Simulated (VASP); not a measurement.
# AgI (P6_3mc) in VASP: further runs, part 2 of 2

VASP 6.6.1. The steps go on from the part before.

## 3. Single point, PBEsol (in-plane strain -0.005)

Contents of INCAR:

```
  PREC = Accurate
  ENCUT = 500
  EDIFF = 1E-6
  ISMEAR = 0
  SIGMA = 0.01
  LREAL = F
  LASPH = T
  NELM = 120
  ALGO = Normal
  ISIF = 2
  LWAVE = F
  LCHARG = F
  GGA = PS
  NBANDS = 26
  GGA_COMPAT = F
```

Contents of KPOINTS:

```
Automatic mesh
0
Gamma
  6 6 4
```

Contents of POSCAR:

```
AgI
1.0
    4.5362988468      0.0000000000      0.0000000000
   -2.2681494234      3.9285500405      0.0000000000
    0.0000000000      0.0000000000      7.4763126096
Ag I
2 2
Direct
    0.6666666667      0.3333333333      0.6275530660
    0.3333333333      0.6666666667      0.1275530660
    0.6666666667      0.3333333333      0.0024469340
    0.3333333333      0.6666666667      0.5024469340
```

Potentials or basis: VASP PAW PBE potentials, release 64 (Ag, I).

On the command line:

```bash
> cat potpaw_PBE.64/Ag/POTCAR potpaw_PBE.64/I/POTCAR > POTCAR
> mpirun -np 1 vasp_std > vasp.out
```

OUTCAR:

```text
PREC = Accurate
   ENCUT = 500
   EDIFF = 1E-6
   ISMEAR = 0
   LREAL = F
   LASPH = T
   NELM = 120
   ISIF = 2
   GGA = PS

 ion  position               nearest neighbor table
   1  0.667  0.333  0.628-   4 2.78   4 2.78   4 2.78   3 2.80
   2  0.333  0.667  0.128-   3 2.78   3 2.78   3 2.78   4 2.80
   3  0.667  0.333  0.002-   2 2.78   2 2.78   2 2.78   1 2.80
   4  0.333  0.667  0.502-   1 2.78   1 2.78   1 2.78   2 2.80

  LATTYP: Found a hexagonal cell.
 ALAT       =     4.5362988468
 C/A-ratio  =     1.6481084827

  Lattice vectors:

 A1 = (   4.5362988468,   0.0000000000,   0.0000000000)
 A2 = (  -2.2681494234,   3.9285500405,   0.0000000000)
 A3 = (   0.0000000000,   0.0000000000,   7.4763126096)

Analysis of symmetry for initial positions (statically):
=====================================================================
 Subroutine PRICEL returns:
 Original cell was already a primitive cell.

 Routine SETGRP: Setting up the symmetry group for a
 hexagonal supercell.

[... 165 lines left out ...]
  free energy    TOTEN  =       -10.90664734 eV

  energy without entropy =      -10.90664734  energy(sigma->0) =      -10.90664734

 E-fermi :   3.3732     XC(G=0):  -8.7602

 val. band max:        3.3310313283   @ k =   0.0000   0.0000   0.0000
 cond. band min:       4.5534642740   @ k =   0.0000   0.0000   0.0000
 fundamental gap:      1.2224329457
 Fermi energy:         3.3732092507

 k-point     1 :       0.0000    0.0000    0.0000
  band No.  band energies     occupation
      1      -9.6866      2.00000
      2      -9.3740      2.00000
      3      -1.0722      2.00000
      4      -1.0722      2.00000
      5      -1.0642      2.00000
      6      -1.0505      2.00000
[... 598 lines left out ...]
     25      11.4118      0.00000
     26      11.4118      0.00000

------------------------ aborting loop because EDIFF is reached ----------------------------------------

  FORCE on cell =-STRESS in cart. coord.  units (eV):
  Direction    XX          YY          ZZ          XY          YZ          ZX
  --------------------------------------------------------------------------------------
  -------------------------------------------------------------------------------------
  Total        0.3084571      0.3084571     -0.0824563      0.0000000      0.0000000      0.0000000
  in kB        3.7092314      3.7092314     -0.9915461      0.0000000      0.0000000      0.0000000
  external PRESSURE =       2.1423055 kB  Pullay stress =       0.0000000 kB

 VOLUME and BASIS-vectors are now :
 -----------------------------------------------------------------------------
  energy-cutoff  :      500.00
  volume of cell :      133.24
      direct lattice vectors                 reciprocal lattice vectors
     4.536298847  0.000000000  0.000000000     0.220444030  0.127273420  0.000000000
    -2.268149423  3.928550040  0.000000000     0.000000000  0.254546840  0.000000000
     0.000000000  0.000000000  7.476312610     0.000000000  0.000000000  0.133755777

 POSITION                                       TOTAL-FORCE (eV/Angst)
 -----------------------------------------------------------------------------------
      2.26815      1.30952      4.69178        -0.000000     -0.000000      0.041505
     -0.00000      2.61903      0.95363         0.000000      0.000000      0.041505
      2.26815      1.30952      0.01829        -0.000000      0.000000     -0.041505
     -0.00000      2.61903      3.75645         0.000000     -0.000000     -0.041505
 -----------------------------------------------------------------------------------
    total drift:                               -0.000000      0.000000      0.001715

  FREE ENERGIE OF THE ION-ELECTRON SYSTEM (eV)
  ---------------------------------------------------
  free  energy   TOTEN  =       -10.9066473361 eV

  energy  without entropy=      -10.9066473361  energy(sigma->0) =      -10.90664734
```

OSZICAR:

```text
N       E                     dE             d eps       ncg     rms          rms(c)
DAV:   1     0.199499148171E+03    0.19950E+03   -0.15420E+04  1092   0.116E+03
DAV:   2    -0.126611589843E+01   -0.20077E+03   -0.19307E+03  1210   0.234E+02
DAV:   3    -0.109950698564E+02   -0.97290E+01   -0.96656E+01  1336   0.513E+01
DAV:   4    -0.111687880204E+02   -0.17372E+00   -0.17365E+00  1394   0.671E+00
DAV:   5    -0.111699211284E+02   -0.11331E-02   -0.11331E-02  1300   0.633E-01    0.794E+00
DAV:   6    -0.109095196203E+02    0.26040E+00   -0.99909E-01  1128   0.105E+01    0.583E+00
DAV:   7    -0.109087028353E+02    0.81679E-03   -0.15328E-01  1146   0.176E+00    0.242E+00
DAV:   8    -0.109064530693E+02    0.22498E-02   -0.78457E-03  1182   0.793E-01    0.363E-01
DAV:   9    -0.109065297792E+02   -0.76710E-04   -0.19694E-03  1242   0.427E-01    0.618E-02
DAV:  10    -0.109065948463E+02   -0.65067E-04   -0.82626E-05  1190   0.782E-02    0.304E-02
DAV:  11    -0.109066468585E+02   -0.52012E-04   -0.73535E-05  1162   0.552E-02    0.221E-02
DAV:  12    -0.109066456686E+02    0.11899E-05   -0.11984E-05  1274   0.394E-02    0.695E-03
DAV:  13    -0.109066476252E+02   -0.19565E-05   -0.48382E-06  1144   0.103E-02    0.878E-03
DAV:  14    -0.109066473361E+02    0.28903E-06   -0.44439E-07   776   0.467E-03
   1 F= -.10906647E+02 E0= -.10906647E+02  d E =-.147253E-11
```

It took 45 s on 1 thread of Oxide Virtual Turin-like, shared host; peak memory 0.24 GiB.

Results:

| Property | Result |
| --- | --- |
| Free energy | -10.9066 eV |
| Pressure | 0.2 GPa |
| Largest force | 0.042 eV/Å |
| Band gap on the k mesh | 1.22 eV |

Forces on the atoms (eV/Å):
```
Ag   0.000  0.000  0.042
Ag   0.000  0.000  0.042
I    0.000  0.000 -0.042
I    0.000  0.000 -0.042
```

Stress tensor (GPa, compression positive):
```
 0.37  0.00  0.00
 0.00  0.37  0.00
 0.00  0.00 -0.10
```

Levels at points of the mesh, in eV from the valence-band top:
```
           k point  band 14  band 15  band 16  band 17  band 18  band 19  band 20  band 21  band 22  band 23
(0.00, 0.00, 0.00)    -0.75    -0.75    -0.10     0.00     0.00     1.22     2.53     5.64     5.64     5.70
(0.50, 0.00, 0.00)    -2.77    -2.35    -1.89    -1.14    -0.78     3.23     3.47     4.63     5.79     6.13
(0.00, 0.00, 0.50)    -1.81    -0.39    -0.39    -0.39    -0.39     2.56     2.56     5.49     5.49     5.95
(0.50, 0.00, 0.50)    -2.96    -1.35    -1.35    -1.33    -1.33     3.10     3.10     4.72     4.72     7.26
```

Caveat: the cell differs from its parent crystal (in-plane strain -0.005); the PAW data sets were made with another functional, which shifts forces and pressure a little; spin-orbit coupling is left out, which moves the levels of the heavy elements.

## 4. Single point, PBEsol (in-plane strain -0.005, then relaxed in part)

Contents of INCAR:

```
SYSTEM = AgI
  PREC = Accurate
  ENCUT = 500
  EDIFF = 1E-6
  ISMEAR = 0
  SIGMA = 0.01
  LREAL = .False.
  LASPH = .True.
  NELM = 120
  ALGO = Normal
  ISIF = 2
  LWAVE = .False.
  LCHARG = .False.
  GGA = PS
  NBANDS = 26
  GGA_COMPAT = .False.
```

Contents of KPOINTS:

```
Automatic mesh
0
Gamma
  6 6 4
  0 0 0
```

Contents of POSCAR:

```
AgI
1.0
    4.5362988468      0.0000000000      0.0000000000
   -2.2681494234      3.9285500405      0.0000000000
    0.0000000000      0.0000000000      7.4983493144
Ag I
2 2
Direct
    0.6666666667      0.3333333333      0.6290622698
    0.3333333333      0.6666666667      0.1290622698
    0.6666666667      0.3333333333      0.0009377302
    0.3333333333      0.6666666667      0.5009377302
```

On the command line:

```bash
> cat potpaw_PBE.64/Ag/POTCAR potpaw_PBE.64/I/POTCAR > POTCAR
> mpirun -np 1 vasp_std > vasp.out
```

It took 56 s on 1 thread of Oxide Virtual Turin-like, shared host; peak memory 0.24 GiB.

The run converged. Its results:

- Free energy: -10.9075 eV
- Pressure: 0.1 GPa
- Band gap on the k mesh: 1.22 eV

Stress tensor (GPa, compression positive):
```
 0.17  0.00  0.00
 0.00  0.17  0.00
 0.00  0.00 -0.05
```

Levels at points of the mesh, in eV from the valence-band top:
```
           k point  band 16  band 17  band 18  band 19  band 20  band 21
(0.00, 0.00, 0.00)    -0.08     0.00     0.00     1.22     2.57     5.66
(0.50, 0.00, 0.00)    -1.88    -1.14    -0.74     3.23     3.49     4.63
(0.00, 0.00, 0.50)    -0.39    -0.39    -0.39     2.57     2.57     5.50
(0.50, 0.00, 0.50)    -1.34    -1.31    -1.31     3.10     3.10     4.75
```

Caveat: the cell differs from its parent crystal (in-plane strain -0.005, then relaxed in part); the PAW data sets were made with another functional, which shifts forces and pressure a little; spin-orbit coupling is left out, which moves the levels of the heavy elements.

## 5. Single point, PBEsol (in-plane strain +0.005, then relaxed in part)

Contents of INCAR:

```
SYSTEM = AgI
ALGO = Normal
EDIFF = 1E-6
ENCUT = 500
GGA = PS
GGA_COMPAT = .FALSE.
ISIF = 2
ISMEAR = 0
LASPH = .TRUE.
LCHARG = .FALSE.
LREAL = .FALSE.
LWAVE = .FALSE.
NBANDS = 26
NELM = 120
PREC = Accurate
SIGMA = 0.01
```

Contents of KPOINTS:

```
k-points
0
G
  6 6 4
  0 0 0
```

Contents of POSCAR:

```
AgI
1.0
    4.5818897900      0.0000000000      0.0000000000
   -2.2909448950      3.9680329555      0.0000000000
    0.0000000000      0.0000000000      7.4102661896
Ag I
2 2
Direct
    0.6666666667      0.3333333333      0.6260841408
    0.3333333333      0.6666666667      0.1260841408
    0.6666666667      0.3333333333      0.0039158592
    0.3333333333      0.6666666667      0.5039158592
```

Potentials or basis: VASP PAW PBE potentials, release 64 (Ag, I).

On the command line:

```bash
> cat potpaw_PBE.64/Ag/POTCAR potpaw_PBE.64/I/POTCAR > POTCAR
> mpirun -np 1 vasp_std > vasp.out
```

OUTCAR:

```text
SYSTEM = AgI
   EDIFF = 1E-6
   ENCUT = 500
   GGA = PS
   ISIF = 2
   ISMEAR = 0
   LASPH = .TRUE.
   LREAL = .FALSE.
   NELM = 120
   PREC = Accurate

 ion  position               nearest neighbor table
   1  0.667  0.333  0.626-   4 2.80   4 2.80   4 2.80   3 2.80
   2  0.333  0.667  0.126-   3 2.80   3 2.80   3 2.80   4 2.80
   3  0.667  0.333  0.004-   2 2.80   2 2.80   2 2.80   1 2.80
   4  0.333  0.667  0.504-   1 2.80   1 2.80   1 2.80   2 2.80

  LATTYP: Found a hexagonal cell.
 ALAT       =     4.5818897900
 C/A-ratio  =     1.6172947254

  Lattice vectors:

 A1 = (   4.5818897900,   0.0000000000,   0.0000000000)
 A2 = (  -2.2909448950,   3.9680329555,   0.0000000000)
 A3 = (   0.0000000000,   0.0000000000,   7.4102661896)

Analysis of symmetry for initial positions (statically):
=====================================================================
 Subroutine PRICEL returns:
[... 168 lines left out ...]
  ext. energy  EPLUGINS =         0.00000000
  ---------------------------------------------------
  free energy    TOTEN  =       -10.90749953 eV

  energy without entropy =      -10.90749953  energy(sigma->0) =      -10.90749953

 E-fermi :   3.2848     XC(G=0):  -8.7061

 val. band max:        3.1907027210   @ k =   0.0000   0.0000   0.0000
 cond. band min:       4.4310372142   @ k =   0.0000   0.0000   0.0000
 fundamental gap:      1.2403344933
 Fermi energy:         3.2847658339

 k-point     1 :       0.0000    0.0000    0.0000
  band No.  band energies     occupation
      1      -9.7497      2.00000
      2      -9.4322      2.00000
      3      -1.1336      2.00000
      4      -1.1336      2.00000
      5      -1.1049      2.00000
      6      -1.0867      2.00000
[... 598 lines left out ...]
     25      11.2836      0.00000
     26      11.2838      0.00000

------------------------ aborting loop because EDIFF is reached ----------------------------------------

  FORCE on cell =-STRESS in cart. coord.  units (eV):
  Direction    XX          YY          ZZ          XY          YZ          ZX
  --------------------------------------------------------------------------------------
  -------------------------------------------------------------------------------------
  Total       -0.1969877     -0.1969877     -0.0259233      0.0000000      0.0000000     -0.0000000
  in kB       -2.3425880     -2.3425880     -0.3082810      0.0000000      0.0000000     -0.0000000
  external PRESSURE =      -1.6644856 kB  Pullay stress =       0.0000000 kB

 VOLUME and BASIS-vectors are now :
 -----------------------------------------------------------------------------
  energy-cutoff  :      500.00
  volume of cell :      134.73
      direct lattice vectors                 reciprocal lattice vectors
     4.581889790  0.000000000  0.000000000     0.218250557  0.126007018  0.000000000
    -2.290944895  3.968032956  0.000000000     0.000000000  0.252014036  0.000000000
     0.000000000  0.000000000  7.410266190     0.000000000  0.000000000  0.134947919

 POSITION                                       TOTAL-FORCE (eV/Angst)
 -----------------------------------------------------------------------------------
      2.29094      1.32268      4.63945        -0.000000     -0.000000     -0.000378
     -0.00000      2.64536      0.93432        -0.000000      0.000000     -0.000378
      2.29094      1.32268      0.02902        -0.000000      0.000000      0.000378
     -0.00000      2.64536      3.73415         0.000000     -0.000000      0.000378
 -----------------------------------------------------------------------------------
    total drift:                               -0.000000      0.000000      0.001430

  FREE ENERGIE OF THE ION-ELECTRON SYSTEM (eV)
  ---------------------------------------------------
  free  energy   TOTEN  =       -10.9074995342 eV

  energy  without entropy=      -10.9074995342  energy(sigma->0) =      -10.90749953
```

OSZICAR:

```text
N       E                     dE             d eps       ncg     rms          rms(c)
DAV:   1     0.197761728451E+03    0.19776E+03   -0.15354E+04  1092   0.116E+03
DAV:   2    -0.117777813407E+01   -0.19894E+03   -0.19177E+03  1232   0.232E+02
DAV:   3    -0.109846174955E+02   -0.98068E+01   -0.97473E+01  1306   0.515E+01
DAV:   4    -0.111633012343E+02   -0.17868E+00   -0.17861E+00  1388   0.677E+00
DAV:   5    -0.111647699520E+02   -0.14687E-02   -0.14687E-02  1258   0.663E-01    0.772E+00
DAV:   6    -0.109098587937E+02    0.25491E+00   -0.97746E-01  1130   0.104E+01    0.569E+00
DAV:   7    -0.109094187725E+02    0.44002E-03   -0.15106E-01  1134   0.175E+00    0.239E+00
DAV:   8    -0.109072886025E+02    0.21302E-02   -0.80214E-03  1178   0.804E-01    0.360E-01
DAV:   9    -0.109073726798E+02   -0.84077E-04   -0.19631E-03  1222   0.432E-01    0.600E-02
DAV:  10    -0.109074430665E+02   -0.70387E-04   -0.85818E-05  1218   0.773E-02    0.304E-02
DAV:  11    -0.109074990867E+02   -0.56020E-04   -0.79213E-05  1134   0.568E-02    0.216E-02
DAV:  12    -0.109074977471E+02    0.13396E-05   -0.10987E-05  1296   0.379E-02    0.755E-03
DAV:  13    -0.109074998459E+02   -0.20987E-05   -0.52686E-06  1122   0.970E-03    0.885E-03
DAV:  14    -0.109074995342E+02    0.31170E-06   -0.44351E-07   792   0.464E-03
   1 F= -.10907500E+02 E0= -.10907500E+02  d E =-.293913E-42
```

stdout:

```text
POSCAR found type information on POSCAR AgI
 POSCAR found :  2 types and       4 ions
 scaLAPACK will be used
 -----------------------------------------------------------------------------
|                                                                             |
|                                                                             |
|     You enforced a specific xc type in the INCAR file but a different       |
|     I HOPE YOU KNOW WHAT YOU ARE DOING!                                     |
|                                                                             |
 -----------------------------------------------------------------------------

 LDA part: xc-table for (Slater+PW92), standard interpolation
 POSCAR, INCAR and KPOINTS ok, starting setup
 FFT: planning ... GRIDC
 FFT: planning ... GRID_SOFT
 FFT: planning ... GRID
 WAVECAR not read
 entering main loop
```

Run time: 42 s. Hardware: 1 thread of Oxide Virtual Turin-like, shared host; peak memory 0.24 GiB.

What came out:

```yaml
Free_energy: -10.9075 eV
Pressure: -0.2 GPa
Band_gap_on_the_k_mesh: 1.24 eV
```

Levels at points of the mesh, in eV from the valence-band top:
```csv
k point,band 16,band 17,band 18,band 19,band 20,band 21
"(0.00, 0.00, 0.00)",-0.07,0.00,0.00,1.24,2.45,5.60
"(0.50, 0.00, 0.00)",-1.88,-1.07,-0.77,3.27,3.43,4.71
"(0.00, 0.00, 0.50)",-0.39,-0.39,-0.39,2.54,2.54,5.54
"(0.50, 0.00, 0.50)",-1.32,-1.26,-1.26,3.16,3.16,4.74
```

Caveat: the cell differs from its parent crystal (in-plane strain +0.005, then relaxed in part); the PAW data sets were made with another functional, which shifts forces and pressure a little; spin-orbit coupling is left out, which moves the levels of the heavy elements.

## 6. Single point, PBEsol (in-plane strain +0.005)

Contents of INCAR:

```
SYSTEM = AgI
PREC = Accurate
ENCUT = 500
EDIFF = 1E-6
ISMEAR = 0
SIGMA = 0.01
LREAL = .FALSE.
LASPH = .TRUE.
NELM = 120
ALGO = Normal
ISIF = 2
LWAVE = .FALSE.
LCHARG = .FALSE.
GGA = PS
NBANDS = 26
GGA_COMPAT = .FALSE.
```

Contents of KPOINTS:

```
Automatic mesh
0
G
  6 6 4
  0 0 0
```

Contents of POSCAR:

```
AgI
1.0
    4.5818897900      0.0000000000      0.0000000000
   -2.2909448950      3.9680329555      0.0000000000
    0.0000000000      0.0000000000      7.4315889050
Ag I
2 2
Direct
    0.6666666667      0.3333333333      0.6275530660
    0.3333333333      0.6666666667      0.1275530660
    0.6666666667      0.3333333333      0.0024469340
    0.3333333333      0.6666666667      0.5024469340
```

Potentials or basis: VASP PAW PBE potentials, release 64 (Ag, I).

On the command line:

```bash
> cat potpaw_PBE.64/Ag/POTCAR potpaw_PBE.64/I/POTCAR > POTCAR
> mpirun -np 1 vasp_std > vasp.out
```

Run time: 41 s. Hardware: 1 thread of Oxide Virtual Turin-like, shared host; peak memory 0.24 GiB.

It converged, with:

- Free energy: -10.9067 eV
- Pressure: -0.3 GPa
- Largest force: 0.039 eV/Å
- Band gap on the k mesh: 1.24 eV

Forces in eV/Å, atoms in the order of the input:
```
Ag   0.000  0.000 -0.039
Ag   0.000  0.000 -0.039
I    0.000  0.000  0.039
I    0.000  0.000  0.039
```

Stress tensor (GPa, compression positive):
```
-0.40  0.00  0.00
 0.00 -0.40  0.00
 0.00  0.00  0.02
```

Levels at points of the mesh, in eV from the valence-band top:
```tsv
k point	band 16	band 17	band 18	band 19	band 20	band 21
(0.00, 0.00, 0.00)	-0.05	0.00	0.00	1.24	2.49	5.62
(0.50, 0.00, 0.00)	-1.87	-1.07	-0.74	3.26	3.46	4.71
(0.00, 0.00, 0.50)	-0.39	-0.39	-0.39	2.56	2.56	5.56
(0.50, 0.00, 0.50)	-1.30	-1.26	-1.26	3.16	3.16	4.77
```

Caveat: the cell differs from its parent crystal (in-plane strain +0.005); the PAW data sets were made with another functional, which shifts forces and pressure a little; spin-orbit coupling is left out, which moves the levels of the heavy elements.

## 7. Overview

```csv
cell,gap on the mesh (eV),pressure (GPa),largest force (eV/Å)
"a = 4.514, b = 4.514, c = 7.543 Å, angles 90.0, 90.0, 120.0°, 4 atoms, atomic positions A",1.21,0.2,-
"a = 4.536, b = 4.536, c = 7.476 Å, angles 90.0, 90.0, 120.0°, 4 atoms, atomic positions B",1.22,0.2,0.04
"a = 4.536, b = 4.536, c = 7.498 Å, angles 90.0, 90.0, 120.0°, 4 atoms, atomic positions C",1.22,0.1,-
"a = 4.582, b = 4.582, c = 7.410 Å, angles 90.0, 90.0, 120.0°, 4 atoms, atomic positions D",1.24,-0.2,-
"a = 4.582, b = 4.582, c = 7.432 Å, angles 90.0, 90.0, 120.0°, 4 atoms, atomic positions B",1.24,-0.3,0.04
```

Alike in all rows: task single point; level PBEsol; potentials or basis VASP PAW PBE potentials, release 64 (Ag, I); no spin polarisation; k mesh 6 × 6 × 4; cutoff (eV) 500; smearing gaussian 0.01 eV.

Caveats: the PAW data sets were made with another functional, which shifts forces and pressure a little; spin-orbit coupling is left out, which moves the levels of the heavy elements.

Absolute energies hang on the potentials; compare differences alone.
